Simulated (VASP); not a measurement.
# Al2O3 (P-3m1) in VASP: notebook

The runs below take Al2O3 through single point, with r2SCAN.

Everything below comes from runs of VASP 6.6.1. Logs are shortened: lines on timing, memory, paths and dates and some standing lists are left out, and cuts for length are marked.

### 1 The cell of the first run

Symmetry: P-3m1, No. 164, trigonal system. The conventional cell has a = 3.059 Å, b = 3.059 Å, c = 7.371 Å, α = 90.00°, β = 90.00°, γ = 120.00°. Al (site symmetry 3m) has 4 O at 1.64 to 1.86 Å within 2.2 Å. Within 2.5 Å of O (site symmetry 3m) lie 3 Al at 1.86 Å. O (site symmetry -3m) has 2 Al at 1.64 Å within 2.2 Å.

### 2 Single point, r2SCAN

File POSCAR:

```
Al2O3
1.0
    3.0588230585      0.0000000000      0.0000000000
   -1.5294115292      2.6490184743      0.0000000000
    0.0000000000      0.0000000000      7.3712745933
Al O
2 3
Direct
    0.0000000000      0.0000000000      0.2779510000
    0.0000000000      0.0000000000      0.7220490000
    0.3333333333      0.6666666667      0.1994540000
    0.6666666667      0.3333333333      0.8005460000
    0.0000000000      0.0000000000      0.5000000000
```

File INCAR.step1:

```
SYSTEM = Al2O3
PREC = Accurate ; ENCUT = 520
ISMEAR = 0 ; SIGMA = 0.05
LREAL = .FALSE. ; LASPH = .TRUE.
NELM = 60 ; NBANDS = 20
GGA = PE ; ALGO = Normal
EDIFF = 1E-4 ; LWAVE = .TRUE.
LCHARG = .FALSE.
```

File INCAR.step2:

```
SYSTEM = Al2O3
PREC = Accurate ; ENCUT = 520
EDIFF = 1E-6 ; ISMEAR = 0
SIGMA = 0.05 ; LREAL = .FALSE.
LASPH = .TRUE. ; NELM = 60
ALGO = Normal ; ISIF = 2
LWAVE = .FALSE. ; LCHARG = .FALSE.
METAGGA = R2SCAN ; LMIXTAU = .TRUE.
NBANDS = 20 ; ISTART = 1
```

File KPOINTS:

```
regular mesh
0
G
  12 12 4
  0 0 0
```

Potentials or basis: VASP PAW PBE potentials, release 64 (Al, O).

Launch:

```console
$ cat potpaw_PBE.64/Al/POTCAR potpaw_PBE.64/O/POTCAR > POTCAR
$ cp INCAR.step1 INCAR
$ mpirun -np 1 vasp_std > vasp.out
$ cp INCAR.step2 INCAR
$ mpirun -np 1 vasp_std > vasp.out
```

OUTCAR:

```text
SYSTEM = Al2O3
   PREC = Accurate
   ENCUT = 520
   EDIFF = 1E-6
   ISMEAR = 0
   LREAL = .FALSE.
   LASPH = .TRUE.
   NELM = 60
   ISIF = 2
   METAGGA = R2SCAN
   ISTART = 1

 ion  position               nearest neighbor table
   1  0.000  0.000  0.278-   5 1.64   3 1.86   3 1.86   3 1.86   2 3.27
   2  0.000  0.000  0.722-   5 1.64   4 1.86   4 1.86   4 1.86   1 3.27
   3  0.333  0.667  0.199-   1 1.86   1 1.86   1 1.86
   4  0.667  0.333  0.801-   2 1.86   2 1.86   2 1.86
   5  0.000  0.000  0.500-   1 1.64   2 1.64

  LATTYP: Found a hexagonal cell.
 ALAT       =     3.0588230585
 C/A-ratio  =     2.4098401419

  Lattice vectors:

 A1 = (   3.0588230585,   0.0000000000,   0.0000000000)
 A2 = (  -1.5294115292,   2.6490184743,   0.0000000000)
 A3 = (   0.0000000000,   0.0000000000,   7.3712745933)

Analysis of symmetry for initial positions (statically):
=====================================================================
 Subroutine PRICEL returns:
 Original cell was already a primitive cell.

 Routine SETGRP: Setting up the symmetry group for a
 hexagonal supercell.

 Subroutine GETGRP returns: Found 12 space group operations
 (whereof 12 operations were pure point group operations)
 out of a pool of 24 trial point group operations.

The static configuration has the point symmetry D_3d.

Analysis of symmetry for dynamics (positions and initial velocities):
=====================================================================
 Subroutine PRICEL returns:
 Original cell was already a primitive cell.

 Routine SETGRP: Setting up the symmetry group for a
 hexagonal supercell.

 Subroutine GETGRP returns: Found 12 space group operations
 (whereof 12 operations were pure point group operations)
 out of a pool of 24 trial point group operations.

The dynamic configuration has the point symmetry D_3d.

 Subroutine INISYM returns: Found 12 space group operations
 (whereof 12 operations are pure point group operations),
 and found     1 'primitive' translations

----------------------------------------------------------------------------------------

                                     Primitive cell

  volume of cell :      59.7285

[... 86 lines left out ...]
   ISTART =      1    job   : 0-new  1-cont  2-samecut
   ICHARG =      0    charge: 1-file 2-atom 10-const
   ISPIN  =      1    spin polarized calculation?
   LNONCOLLINEAR =      F non collinear calculations
   LSORBIT =      F    spin-orbit coupling
   LASPH  =      T    aspherical Exc in radial PAW
   ENCUT  =  520.0 eV  38.22 Ry    6.18 a.u.   5.69  5.69 13.71*2*pi/ulx,y,z
   NELM   =     60;   NELMIN=  2; NELMDL=  0     # of ELM steps
   EDIFF  = 0.1E-05   stopping-criterion for ELM
   LREAL  =      F    real-space projection
   EDIFFG = 0.1E-04   stopping-criterion for IOM
   NSW    =      0    number of steps for IOM
   IBRION =     -1    ionic relax: 0-MD 1-quasi-New 2-CG
   NFREE  =      0    steps in history (QN), initial steepest desc. (CG)
   ISIF   =      2    stress and relaxation
   ISYM   =      2    0-nonsym 1-usesym 2-fastsym
   POTIM  = 0.5000    time-step for ionic-motion
   TEBEG  =    0.0;   TEEND  =   0.0 temperature during run
   PSTRESS=    0.0 pullay stress
   NELECT =      24.0000    total number of electrons
   NUPDOWN=      -1.0000    fix difference up-down
   EMIN   =  10.00;   EMAX   =-10.00  energy-range for DOS
   EFERMI =   0.00;   METHOD = LEGACY
   ISMEAR =     0;   SIGMA  =   0.05  broadening in eV -4-tet -1-fermi 0-gaus
   EFERMI_NEDOS =   21; number of points for ismear=-14 and -15
   IALGO  =     38    algorithm
   IMIX   =      4    mixing-type and parameters
     AMIX     =   0.40;   BMIX     =  1.00
     AMIX_MAG =   1.60;   BMIX_MAG =  1.00
  volume/ion in A,a.u.               =      11.95        80.61
  Fermi-wavevector in a.u.,A,eV,Ry     =   1.208049  2.282882 19.856107  1.459383
  Thomas-Fermi vector in A             =   2.343669
   LORBIT       =      0    0 simple, 1 ext, 2 COOP (PROOUT), +10 PAW based schemes
   METAGGA = R2SCAN    functional components
   LHFCALC =     F    Hartree Fock is set to
   AEXX    =    0.0000 exact exchange contribution
   IVDW    =     0    specifies the selected vdW correction
   LEPSILON=     F    determine dielectric tensor
   LRPA    =     F    only Hartree local field effects (RPA)
 non-spin polarized calculation
 Gauss-broadening in eV      SIGMA  =   0.05
  energy-cutoff  :      520.00
  volume of cell :       59.73
 maximum number of plane-waves:      1618
 NGX is ok and might be reduce to    24

 number of electron      24.0000005 magnetization

 Free energy of the ion-electron system (eV)
  ---------------------------------------------------
  ext. energy  EPLUGINS =         0.00000000
  ---------------------------------------------------
  free energy    TOTEN  =       -46.51533543 eV

  energy without entropy =      -46.51533543  energy(sigma->0) =      -46.51533543

 E-fermi :   3.3054     XC(G=0): -10.1661

 val. band max:        3.0043431452   @ k =   0.0000   0.0000   0.0000
 cond. band min:       6.3860197776   @ k =   0.0000   0.0000   0.0000
 fundamental gap:      3.3816766324
 Fermi energy:         3.3053830686

 k-point     1 :       0.0000    0.0000    0.0000
  band No.  band energies     occupation
      1     -16.9487      2.00000
      2     -16.6950      2.00000
      3     -14.6757      2.00000
      4      -2.4488      2.00000
      5      -0.8817      2.00000
      6      -0.2240      2.00000
[... 541 lines left out ...]
     19      16.8800      0.00000
     20      17.3504      0.00000

 [... further k-points ...]
[... 5 lines left out ...]
  --------------------------------------------------------------------------------------
  -------------------------------------------------------------------------------------
  Total       -3.9931250     -3.9931250      3.5380143     -0.0000000     -0.0000000      0.0000000
  in kB     -107.1128453   -107.1128453     94.9048116     -0.0000000     -0.0000000      0.0000000
  external PRESSURE =     -39.7736263 kB  Pullay stress =       0.0000000 kB

 VOLUME and BASIS-vectors are now :
 -----------------------------------------------------------------------------
  energy-cutoff  :      520.00
  volume of cell :       59.73
      direct lattice vectors                 reciprocal lattice vectors
     3.058823058  0.000000000  0.000000000     0.326923127  0.188749156  0.000000000
    -1.529411529  2.649018474  0.000000000     0.000000000  0.377498311  0.000000000
     0.000000000  0.000000000  7.371274593     0.000000000  0.000000000  0.135661748

 POSITION                                       TOTAL-FORCE (eV/Angst)
 -----------------------------------------------------------------------------------
      0.00000      0.00000      2.04885        -0.000000     -0.000000     -1.528785
      0.00000      0.00000      5.32242        -0.000000      0.000000      1.528785
     -0.00000      1.76601      1.47023         0.000000      0.000000      0.376625
      1.52941      0.88301      5.90104         0.000000     -0.000000     -0.376625
      0.00000      0.00000      3.68564         0.000000      0.000000     -0.000000
 -----------------------------------------------------------------------------------
    total drift:                                0.000000      0.000000     -0.000000

  FREE ENERGIE OF THE ION-ELECTRON SYSTEM (eV)
  ---------------------------------------------------
  free  energy   TOTEN  =       -46.5153354346 eV

  energy  without entropy=      -46.5153354346  energy(sigma->0) =      -46.51533543
```

OSZICAR.step1:

```text
N       E                     dE             d eps       ncg     rms          rms(c)
DAV:   1     0.104554142476E+03    0.10455E+03   -0.12532E+04  2768   0.109E+03
DAV:   2    -0.346210533267E+02   -0.13918E+03   -0.13526E+03  3372   0.241E+02
DAV:   3    -0.417785902715E+02   -0.71575E+01   -0.71347E+01  3624   0.572E+01
DAV:   4    -0.418284258845E+02   -0.49836E-01   -0.49826E-01  3468   0.534E+00
DAV:   5    -0.418290091613E+02   -0.58328E-03   -0.58327E-03  3512   0.558E-01    0.140E+01
DAV:   6    -0.361992678703E+02    0.56297E+01   -0.18494E+01  3116   0.297E+01    0.544E+00
DAV:   7    -0.361351172306E+02    0.64151E-01   -0.59284E-01  3380   0.562E+00    0.273E+00
DAV:   8    -0.360905894464E+02    0.44528E-01   -0.81658E-02  3664   0.248E+00    0.105E+00
DAV:   9    -0.360856724772E+02    0.49170E-02   -0.37388E-02  3776   0.186E+00    0.223E-01
DAV:  10    -0.360872197574E+02   -0.15473E-02   -0.65576E-03  3228   0.605E-01    0.161E-01
DAV:  11    -0.360875190542E+02   -0.29930E-03   -0.77456E-04  3200   0.188E-01    0.321E-02
DAV:  12    -0.360875373083E+02   -0.18254E-04   -0.91032E-05  2848   0.869E-02
   1 F= -.36087537E+02 E0= -.36087537E+02  d E =-.235786E-12
```

It took 7.4 min on 1 thread of AMD EPYC 7R43 (Zen 3), shared host; peak memory 0.17 GiB.

What came out:

| Property | Result |
| --- | --- |
| Free energy | -46.5153 eV |
| Pressure | -4.0 GPa |
| Largest force | 1.529 eV/Å |
| Band gap on the k mesh | 3.38 eV |

Forces on the atoms (eV/Å):
```
Al   0.000  0.000 -1.529
Al   0.000  0.000  1.529
O    0.000  0.000  0.377
O    0.000  0.000 -0.377
O    0.000  0.000  0.000
```

Caveat: the cell stands under tension; the PAW data sets were made with another functional, which shifts forces and pressure a little. A k mesh can miss the band edges.

### 3 Single point, r2SCAN

This run uses another cell than the first one, of the same volume but with other edges.

Changes to POSCAR since step 2:

```diff
@@ -2,5 +2,5 @@
 1.0
-    3.0588230585      0.0000000000      0.0000000000
-   -1.5294115292      2.6490184743      0.0000000000
-    0.0000000000      0.0000000000      7.3712745933
+    2.9688049586      0.0000000000      0.0000000000
+   -1.4844024793      2.5710605130      0.0000000000
+    0.0000000000      0.0000000000      7.8250652405
 Al O
```

File INCAR.step1:

```
SYSTEM = Al2O3
ALGO = Normal ; EDIFF = 1E-4
ENCUT = 520 ; GGA = PE
ISMEAR = 0 ; LASPH = .TRUE.
LCHARG = .FALSE. ; LREAL = .FALSE.
LWAVE = .TRUE. ; NBANDS = 20
NELM = 60 ; PREC = Accurate
SIGMA = 0.05
```

File INCAR.step2:

```
SYSTEM = Al2O3
ALGO = Normal ; EDIFF = 1E-6
ENCUT = 520 ; ISIF = 2
ISMEAR = 0 ; ISTART = 1
LASPH = .TRUE. ; LCHARG = .FALSE.
LMIXTAU = .TRUE. ; LREAL = .FALSE.
LWAVE = .FALSE. ; METAGGA = R2SCAN
NBANDS = 20 ; NELM = 60
PREC = Accurate ; SIGMA = 0.05
```

File KPOINTS:

```
k-points
0
G
  12 12 4
  0 0 0
```

Potentials or basis: VASP PAW PBE potentials, release 64 (Al, O).

Launch:

```console
$ cat potpaw_PBE.64/Al/POTCAR potpaw_PBE.64/O/POTCAR > POTCAR
$ cp INCAR.step1 INCAR
$ mpirun -np 1 vasp_std > vasp.out
$ cp INCAR.step2 INCAR
$ mpirun -np 1 vasp_std > vasp.out
```

Run time: 7.2 min. Hardware: 1 thread of AMD EPYC 7R43 (Zen 3), shared host; peak memory 0.19 GiB.

The run converged. Its results:

```
Free energy            : -46.4716 eV
Pressure               : -6.3 GPa
Largest force          : 1.687 eV/Å
Band gap on the k mesh : 2.40 eV
```

Forces on the atoms (eV/Å):
```
Al   0.000  0.000  1.687
Al   0.000  0.000 -1.687
O    0.000  0.000  0.443
O    0.000  0.000 -0.443
O    0.000  0.000  0.000
```

Stress tensor (GPa, compression positive):
```
  1.32   0.00   0.00
  0.00   1.32   0.00
  0.00   0.00 -21.54
```

Levels at points of the mesh, in eV from the valence-band top:
```
           k point  band 8  band 9  band 10  band 11  band 12  band 13  band 14  band 15  band 16  band 17
(0.00, 0.00, 0.00)   -4.58   -4.58    -3.13     0.00     0.00     2.40     4.52     7.40    10.61    10.63
(0.50, 0.00, 0.00)   -4.97   -4.09    -3.94    -2.33    -0.56     4.63     6.27     8.58     9.07     9.77
(0.00, 0.00, 0.50)   -4.58   -4.58    -3.72     0.00     0.00     3.40     3.42     8.40     8.70    12.35
(0.50, 0.00, 0.50)   -4.91   -4.28    -3.86    -2.29    -0.56     5.03     5.72     8.28     9.03    10.63
```

Caveat: the cell stands under tension; the PAW data sets were made with another functional, which shifts forces and pressure a little. A k mesh can miss the band edges.

### 4 Single point, r2SCAN

This run uses another cell than the first one, of the same volume but with other edges.

Changes to POSCAR since step 3:

```diff
@@ -2,5 +2,5 @@
 1.0
-    2.9688049586      0.0000000000      0.0000000000
-   -1.4844024793      2.5710605130      0.0000000000
-    0.0000000000      0.0000000000      7.8250652405
+    3.2504845347      0.0000000000      0.0000000000
+   -1.6252422673      2.8150021817      0.0000000000
+    0.0000000000      0.0000000000      6.5276234270
 Al O
```

File INCAR.step1:

```
SYSTEM = Al2O3
PREC = Accurate
ENCUT = 520
ISMEAR = 0
SIGMA = 0.05
LREAL = .False.
LASPH = .True.
NELM = 80
NBANDS = 20
GGA = PE
ALGO = Normal
EDIFF = 1E-4
LWAVE = .True.
LCHARG = .False.
```

File INCAR.step2:

```
SYSTEM = Al2O3
PREC = Accurate
ENCUT = 520
EDIFF = 1E-6
ISMEAR = 0
SIGMA = 0.05
LREAL = .False.
LASPH = .True.
NELM = 80
ALGO = Normal
ISIF = 2
LWAVE = .False.
LCHARG = .False.
METAGGA = R2SCAN
LMIXTAU = .True.
NBANDS = 20
ISTART = 1
```

File KPOINTS:

```
regular mesh
0
Gamma
  12 12 4
  0 0 0
```

Launch:

```console
$ cat potpaw_PBE.64/Al/POTCAR potpaw_PBE.64/O/POTCAR > POTCAR
$ cp INCAR.step1 INCAR
$ mpirun -np 1 vasp_std > vasp.out
$ cp INCAR.step2 INCAR
$ mpirun -np 1 vasp_std > vasp.out
```

It took 6.3 min on 1 thread of AMD EPYC 7R43 (Zen 3), shared host; peak memory 0.17 GiB.

The run converged. Its results:

- Free energy: -43.1452 eV
- Pressure: 16.1 GPa
- Largest force: 13.415 eV/Å
- Band gap on the k mesh: 3.63 eV (least direct gap 3.91 eV)

Forces in eV/Å, atoms in the order of the input:
```
Al    0.000   0.000 -13.415
Al    0.000   0.000  13.415
O     0.000   0.000   0.163
O     0.000   0.000  -0.163
O     0.000   0.000   0.000
```

Stress tensor (GPa, compression positive):
```
-29.08   0.00   0.00
  0.00 -29.08   0.00
  0.00   0.00 106.39
```

Levels at points of the mesh, in eV from the valence-band top:
```tsv
k point	band 10	band 11	band 12	band 13	band 14	band 15
(0.00, 0.00, 0.00)	-1.10	-1.10	-0.28	3.63	6.01	9.17
(0.50, 0.00, 0.00)	-1.16	-0.81	-0.23	6.20	8.33	9.31
(0.00, 0.00, 0.50)	-1.12	-1.12	-0.98	4.43	5.30	9.93
(0.50, 0.00, 0.50)	-1.19	-1.06	0.00	6.81	7.38	10.05
```

Caveat: the cell stands under pressure; the PAW data sets were made with another functional, which shifts forces and pressure a little.

### 5 Single point, r2SCAN

This run uses another cell than the first one, of the same volume but with other edges.

Changes to POSCAR since step 4:

```diff
@@ -2,5 +2,5 @@
 1.0
-    3.2504845347      0.0000000000      0.0000000000
-   -1.6252422673      2.8150021817      0.0000000000
-    0.0000000000      0.0000000000      6.5276234270
+    2.7647995427      0.0000000000      0.0000000000
+   -1.3823997714      2.3943866404      0.0000000000
+    0.0000000000      0.0000000000      9.0224399991
 Al O
```

File INCAR.step1:

```
PREC = Accurate ; ENCUT = 520
ISMEAR = 0 ; SIGMA = 0.05
LREAL = F ; LASPH = T
NELM = 60 ; NBANDS = 20
GGA = PE ; ALGO = Normal
EDIFF = 1E-4 ; LWAVE = T
LCHARG = F
```

File INCAR.step2:

```
PREC = Accurate ; ENCUT = 520
EDIFF = 1E-6 ; ISMEAR = 0
SIGMA = 0.05 ; LREAL = F
LASPH = T ; NELM = 60
ALGO = Normal ; ISIF = 2
LWAVE = F ; LCHARG = F
METAGGA = R2SCAN ; LMIXTAU = T
NBANDS = 20 ; ISTART = 1
```

File KPOINTS:

```
Automatic mesh
0
Gamma
  12 12 4
```

Launch:

```console
$ cat potpaw_PBE.64/Al/POTCAR potpaw_PBE.64/O/POTCAR > POTCAR
$ cp INCAR.step1 INCAR
$ mpirun -np 1 vasp_std > vasp.out
$ cp INCAR.step2 INCAR
$ mpirun -np 1 vasp_std > vasp.out
```

It took 12 min on 1 thread of AMD EPYC 7R43 (Zen 3), shared host; peak memory 0.2 GiB.

It converged, with:

```yaml
Free_energy: -43.1615 eV
Pressure: 3.8 GPa
Largest_force: 4.956 eV/Å
Band_gap_on_the_k_mesh: zero (filled and empty bands touch)
```

Forces in eV/Å, atoms in the order of the input:
```
Al   0.000  0.000  4.956
Al   0.000  0.000 -4.956
O    0.000  0.000  0.304
O    0.000  0.000 -0.304
O    0.000  0.000  0.000
```

Stress tensor (GPa, compression positive):
```
 34.89   0.00   0.00
  0.00  34.89   0.00
  0.00   0.00 -58.37
```

Levels at points of the mesh, in eV from the Fermi level:
| k point | band 9 | band 10 | band 11 | band 12 | band 13 | band 14 | band 15 | band 16 |
| --- | --- | --- | --- | --- | --- | --- | --- | --- |
| (0.00, 0.00, 0.00) | -7.18 | -5.47 | -0.40 | -0.02 | -0.02 | 2.39 | 4.39 | 7.38 |
| (0.50, 0.00, 0.00) | -7.39 | -4.71 | -3.90 | -0.77 | 1.50 | 3.02 | 5.38 | 7.14 |
| (0.00, 0.00, 0.50) | -7.18 | -5.68 | -0.02 | -0.02 | 0.13 | 1.59 | 5.31 | 6.09 |
| (0.50, 0.00, 0.50) | -7.46 | -4.71 | -3.90 | -0.77 | 1.64 | 2.83 | 5.12 | 7.74 |

Caveat: the cell stands under pressure; the PAW data sets were made with another functional, which shifts forces and pressure a little.

### 6 Overview

| cell | gap on the mesh (eV) | pressure (GPa) | largest force (eV/Å) |
| --- | --- | --- | --- |
| a = 3.059, b = 3.059, c = 7.371 Å, angles 90.0, 90.0, 120.0°, 5 atoms | 3.38 | -4.0 | 1.53 |
| a = 2.969, b = 2.969, c = 7.825 Å, angles 90.0, 90.0, 120.0°, 5 atoms | 2.40 | -6.3 | 1.69 |
| a = 3.250, b = 3.250, c = 6.528 Å, angles 90.0, 90.0, 120.0°, 5 atoms | 3.63 | 16.1 | 13.42 |
| a = 2.765, b = 2.765, c = 9.022 Å, angles 90.0, 90.0, 120.0°, 5 atoms | none | 3.8 | 4.96 |

Alike in all rows: task single point; level r2SCAN; potentials or basis VASP PAW PBE potentials, release 64 (Al, O); no spin polarisation; k mesh 12 × 12 × 4; cutoff (eV) 520; smearing gaussian 0.05 eV.

Caveats: the PAW data sets were made with another functional, which shifts forces and pressure a little; the cell stands under tension (at least some runs); the cell stands under pressure (at least some runs).

Absolute energies hang on the potentials; compare differences alone.
